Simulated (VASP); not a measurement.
# W2N: single point with PBEsol

W2N:

```
W N
1.0
     2.80246    0.00000    0.00000
    -1.40123    2.42701    0.00000
     0.00000    0.00000   18.84782
W N
6 3
Direct
  0.00000 0.00000 0.07593
  0.00000 0.00000 0.92407
  0.33333 0.66667 0.26252
  0.66667 0.33333 0.73748
  0.33333 0.66667 0.41761
  0.66667 0.33333 0.58239
  0.00000 0.00000 0.50000
  0.33333 0.66667 0.15068
  0.66667 0.33333 0.84932
```

This cell differs from its parent crystal: strain +0.000 along x and y, +0.080 along z.

```json
{"Program": "VASP 6.6.1", "Task": "single point", "Functional": "PBEsol", "Potentials or basis": "VASP PAW PBE potentials, release 64 (W_sv, N)", "Cutoff": "520 eV", "k mesh": "18 × 18 × 4", "Occupations": "gaussian, width 0.15 eV", "Spin": "no spin polarisation", "Dipole correction": "no", "Further INCAR settings": "ALGO = Fast; EDIFF = 1e-07; NBANDS = 60"}
```

```yaml
Pressure: -19.3 GPa
Largest_force: 1.322 eV/Å
Band_gap_on_the_k_mesh: zero (an odd number of electrons rules out a gap without spin polarisation)
```

Forces on the atoms (eV/Å):
```
W    0.000  0.000  1.322
W    0.000  0.000 -1.322
W    0.000  0.000 -1.231
W    0.000  0.000  1.231
W    0.000  0.000  0.888
W    0.000  0.000 -0.888
N    0.000  0.000  0.000
N    0.000  0.000 -0.279
N    0.000  0.000  0.279
```

Stress tensor (GPa, compression positive):
```
-10.24   0.00   0.00
  0.00 -10.24   0.00
  0.00   0.00 -37.56
```

Levels at points of the mesh, in eV from the Fermi level:
```tsv
k point	band 47	band 48	band 49	band 50	band 51	band 52	band 53	band 54
(0.00, 0.00, 0.00)	-0.79	-0.26	-0.26	-0.23	-0.23	0.74	0.74	0.85
(0.50, 0.00, 0.00)	-0.49	0.51	0.52	0.67	1.10	1.50	2.02	2.25
(0.00, 0.00, 0.50)	-0.79	-0.26	-0.26	-0.23	-0.23	0.74	0.74	0.83
(0.50, 0.00, 0.50)	-0.34	0.13	0.34	0.90	1.05	1.65	2.09	2.13
```

Wall time 53 min on 1 thread of Oxide Virtual Turin-like Processor, with other jobs on the host, peak memory 0.77 GiB.

Caveat: the cell differs from its parent crystal (strain +0.000 along x and y, +0.080 along z); the stress differs along the axes, from -38 to -10 GPa; the PAW data sets were made with another functional, which shifts forces and pressure a little; spin-orbit coupling is left out, which moves the levels of the heavy elements.
